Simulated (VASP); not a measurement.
# S (Pnnm) in VASP: single point with PBE

Aim: the single point of S with PBE.

Everything below comes from runs of VASP 6.6.1. Logs are shortened: lines on timing, memory, paths and dates and some standing lists are left out, and cuts for length are marked.

## 1. The cell of the first run

The typed cell holds 4 atoms: a = 5.678 Å, b = 5.678 Å, c = 2.950 Å, α = 90.00°, β = 90.00°, γ = 90.00°.

## 2. Single point, PBE

INCAR

```
SYSTEM = S
  ALGO = Normal
  EDIFF = 1E-6
  ENCUT = 520
  GGA = PE
  ISIF = 2
  ISMEAR = 0
  ISYM = 0
  LASPH = .TRUE.
  LCHARG = .TRUE.
  LELF = .TRUE.
  LREAL = .FALSE.
  LVHAR = .TRUE.
  LWAVE = .FALSE.
  NBANDS = 20
  NELM = 80
  PREC = Accurate
  SIGMA = 0.1
```

KPOINTS

```
k-points
0
G
  2 1 5
  0 0 0
```

POSCAR

```
S
1.0
    5.6780537900      0.0000000000      0.0000000000
    0.0000000000      5.6780537900      0.0000000000
    0.0000000000      0.0000000000      2.9496155800
S
4
Direct
    1.0002851950      0.8302725080      0.5000000000
   -0.0002851950      0.1697274920      0.5000000000
    0.5002851950      0.6697274920      0.0000000000
    0.4997148050      0.3302725080      0.0000000000
```

Potentials or basis: VASP PAW PBE potentials, release 64 (S).

The run is started by

```
> cat potpaw_PBE.64/S/POTCAR > POTCAR
> mpirun -np 1 vasp_std > vasp.out
```

OUTCAR:

```text
SYSTEM = S
   EDIFF = 1E-6
   ENCUT = 520
   GGA = PE
   ISIF = 2
   ISMEAR = 0
   ISYM = 0
   LASPH = .TRUE.
   LREAL = .FALSE.
   NELM = 80
   PREC = Accurate

 ion  position               nearest neighbor table
   1  0.000  0.830  0.500-   2 1.93
   2  1.000  0.170  0.500-   1 1.93
   3  0.500  0.670  0.000-   4 1.93
   4  0.500  0.330  0.000-   3 1.93

IMPORTANT INFORMATION: All symmetrisations will be switched off!
NOSYMM: (Re-)initialisation of all symmetry stuff for point group C_1.

----------------------------------------------------------------------------------------

                                     Primitive cell

  volume of cell :      95.0965

  direct lattice vectors                    reciprocal lattice vectors
     5.678053790  0.000000000  0.000000000     0.176116683  0.000000000  0.000000000
     0.000000000  5.678053790  0.000000000     0.000000000  0.176116683  0.000000000
     0.000000000  0.000000000  2.949615580     0.000000000  0.000000000  0.339027230

  length of vectors
     5.678053790  5.678053790  2.949615580     0.176116683  0.176116683  0.339027230

  position of ions in fractional coordinates (direct lattice)
     0.000285195  0.830272508  0.500000000
     0.999714805  0.169727492  0.500000000
     0.500285195  0.669727492  0.000000000
     0.499714805  0.330272508  0.000000000

  ion indices of the primitive-cell ions
   primitive index   ion index
                 1           1
                 2           2
                 3           3
                 4           4

----------------------------------------------------------------------------------------

 KPOINTS: k-points

Automatic generation of k-mesh.
 Grid dimensions read from file:
 generate k-points for:    2    1    5

 Generating k-lattice:

  Cartesian coordinates                     Fractional coordinates (reciprocal lattice)
     0.088058342  0.000000000  0.000000000     0.500000000  0.000000000  0.000000000
     0.000000000  0.176116683  0.000000000     0.000000000  1.000000000  0.000000000
     0.000000000  0.000000000  0.067805446     0.000000000  0.000000000  0.200000000

  Length of vectors
     0.088058342  0.176116683  0.067805446

  Shift w.r.t. Gamma in fractional coordinates (k-lattice)
[... 49 lines left out ...]
   ISPIN  =      1    spin polarized calculation?
   LNONCOLLINEAR =      F non collinear calculations
   LSORBIT =      F    spin-orbit coupling
   LASPH  =      T    aspherical Exc in radial PAW
   ENCUT  =  520.0 eV  38.22 Ry    6.18 a.u.  10.56 10.56  5.48*2*pi/ulx,y,z
   NELM   =     80;   NELMIN=  2; NELMDL= -5     # of ELM steps
   EDIFF  = 0.1E-05   stopping-criterion for ELM
   LREAL  =      F    real-space projection
   EDIFFG = 0.1E-04   stopping-criterion for IOM
   NSW    =      0    number of steps for IOM
   IBRION =     -1    ionic relax: 0-MD 1-quasi-New 2-CG
   NFREE  =      0    steps in history (QN), initial steepest desc. (CG)
   ISIF   =      2    stress and relaxation
   ISYM   =      0    0-nonsym 1-usesym 2-fastsym
   POTIM  = 0.5000    time-step for ionic-motion
   TEBEG  =    0.0;   TEEND  =   0.0 temperature during run
   PSTRESS=    0.0 pullay stress
   NELECT =      24.0000    total number of electrons
   NUPDOWN=      -1.0000    fix difference up-down
   EMIN   =  10.00;   EMAX   =-10.00  energy-range for DOS
   EFERMI =   0.00;   METHOD = LEGACY
   ISMEAR =     0;   SIGMA  =   0.10  broadening in eV -4-tet -1-fermi 0-gaus
   EFERMI_NEDOS =   21; number of points for ismear=-14 and -15
   IALGO  =     38    algorithm
   IMIX   =      4    mixing-type and parameters
     AMIX     =   0.40;   BMIX     =  1.00
     AMIX_MAG =   1.60;   BMIX_MAG =  1.00
  volume/ion in A,a.u.               =      23.77       160.44
  Fermi-wavevector in a.u.,A,eV,Ry     =   1.034563  1.955041 14.562607  1.070321
  Thomas-Fermi vector in A             =   2.168865
   LORBIT       =      0    0 simple, 1 ext, 2 COOP (PROOUT), +10 PAW based schemes
   GGA     = PE    functional components
   LHFCALC =     F    Hartree Fock is set to
   AEXX    =    0.0000 exact exchange contribution
   IVDW    =     0    specifies the selected vdW correction
   LEPSILON=     F    determine dielectric tensor
   LRPA    =     F    only Hartree local field effects (RPA)
 non-spin polarized calculation
 Gauss-broadening in eV      SIGMA  =   0.10
  energy-cutoff  :      520.00
  volume of cell :       95.10
 maximum number of plane-waves:      2579
   NGX = 21   NGY = 21   NGZ = 11

 number of electron      23.9999999 magnetization

 Free energy of the ion-electron system (eV)
  ---------------------------------------------------
  ext. energy  EPLUGINS =         0.00000000
  ---------------------------------------------------
  free energy    TOTEN  =       -16.29714765 eV

  energy without entropy =      -16.28586386  energy(sigma->0) =      -16.29150575

 E-fermi :   3.3236     XC(G=0):  -8.7924

 val. band max:        2.6826732024   @ k =   0.5000   0.0000   0.0000
 cond. band min:       3.3235528803   @ k =   0.0000   0.0000   0.2000
 fundamental gap:      0.6408796779
 Fermi energy:         3.3235528803

 k-point     1 :       0.0000    0.0000    0.0000
  band No.  band energies     occupation
      1     -13.2018      2.00000
      2     -12.6091      2.00000
      3      -8.3139      2.00000
      4      -7.0561      2.00000
      5      -2.5833      2.00000
      6      -2.4269      2.00000
[... 127 lines left out ...]
     19       9.9501      0.00000
     20       9.9501      0.00000

------------------------ aborting loop because EDIFF is reached ----------------------------------------

  FORCE on cell =-STRESS in cart. coord.  units (eV):
  Direction    XX          YY          ZZ          XY          YZ          ZX
  --------------------------------------------------------------------------------------
  -------------------------------------------------------------------------------------
  Total       -1.6281182     -6.4147905      3.3107322     -0.0000009     -0.0000011      0.0000011
  in kB      -27.4303964   -108.0758437     55.7789349     -0.0000156     -0.0000190      0.0000182
  external PRESSURE =     -26.5757684 kB  Pullay stress =       0.0000000 kB

 VOLUME and BASIS-vectors are now :
 -----------------------------------------------------------------------------
  energy-cutoff  :      520.00
  volume of cell :       95.10
      direct lattice vectors                 reciprocal lattice vectors
     5.678053790  0.000000000  0.000000000     0.176116683  0.000000000  0.000000000
     0.000000000  5.678053790  0.000000000     0.000000000  0.176116683  0.000000000
     0.000000000  0.000000000  2.949615580     0.000000000  0.000000000  0.339027230

 POSITION                                       TOTAL-FORCE (eV/Angst)
 -----------------------------------------------------------------------------------
      0.00162      4.71433      1.47481        -0.002512      0.242133      0.000007
      5.67643      0.96372      1.47481         0.002508     -0.242123      0.000001
      2.84065      3.80275      0.00000        -0.002507     -0.241957     -0.000001
      2.83741      1.87531      0.00000         0.002511      0.241947     -0.000006
 -----------------------------------------------------------------------------------
    total drift:                                0.000000      0.000016     -0.000010

  FREE ENERGIE OF THE ION-ELECTRON SYSTEM (eV)
  ---------------------------------------------------
  free  energy   TOTEN  =       -16.2971476507 eV

  energy  without entropy=      -16.2858638590  energy(sigma->0) =      -16.29150575
```

It took 17 s on 1 thread of Intel Xeon 8259CL, shared host; peak memory 0.18 GiB.

Results:

- Free energy: -16.2971 eV
- Pressure: -2.7 GPa
- Largest force: 0.242 eV/Å
- Band gap on the k mesh: zero (bands 12 and 13 overlap by 2.40 eV)

Forces on the atoms (eV/Å):
```
S   -0.003  0.242  0.000
S    0.003 -0.242  0.000
S   -0.003 -0.242  0.000
S    0.003  0.242  0.000
```

Stress tensor (GPa, compression positive):
```
 -2.74   0.00   0.00
  0.00 -10.81   0.00
  0.00   0.00   5.58
```

Levels at points of the mesh, in eV from the Fermi level:
```csv
k point,band 10,band 11,band 12,band 13,band 14,band 15
"(0.00, 0.00, 0.00)",-1.20,-0.69,1.60,2.04,2.74,4.05
"(0.50, 0.00, 0.00)",-0.95,-0.64,-0.64,2.37,2.37,4.51
```

Caveat: the k points lie up to 1.11 Å⁻¹ apart, too coarse for converged energies and pressures of a metal; this functional lacks dispersion, which holds the molecules together, so the pressure and a relaxed volume are unreliable.
